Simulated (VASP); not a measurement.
Input of a VASP 6.6.1 run:

Contents of INCAR:

```
PREC = Accurate
ENCUT = 600
EDIFF = 1E-6
ISMEAR = -1
SIGMA = 0.02
LREAL = False
LASPH = True
NELM = 60
ALGO = Normal
ISIF = 3
LWAVE = False
LCHARG = False
GGA = PE
IBRION = 2
NSW = 80
EDIFFG = -0.005
```

The input KPOINTS:

```
regular mesh
0
Gamma
  8 8 8
```

File POSCAR:

```
ZnSe
1.0
    0.0000000000      2.8338000000      2.8338000000
    2.8338000000      0.0000000000      2.8338000000
    2.8338000000      2.8338000000      0.0000000000
Zn Se
1 1
Direct
    0.0000000000      0.0000000000      0.0000000000
    0.2500000000      0.2500000000      0.2500000000
```

Potentials or basis: VASP PAW PBE potentials, release 64 (Zn, Se).

Command:

```sh
$ cat potpaw_PBE.64/Zn/POTCAR potpaw_PBE.64/Se/POTCAR > POTCAR
$ mpirun -np 1 vasp_std > vasp.out
```

(1) Estimate the relaxed volume.

(2) Predict the band gap on the k mesh.

## Answers

(1) 23.65 Å³/atom.

(2) 1.14 eV, direct.
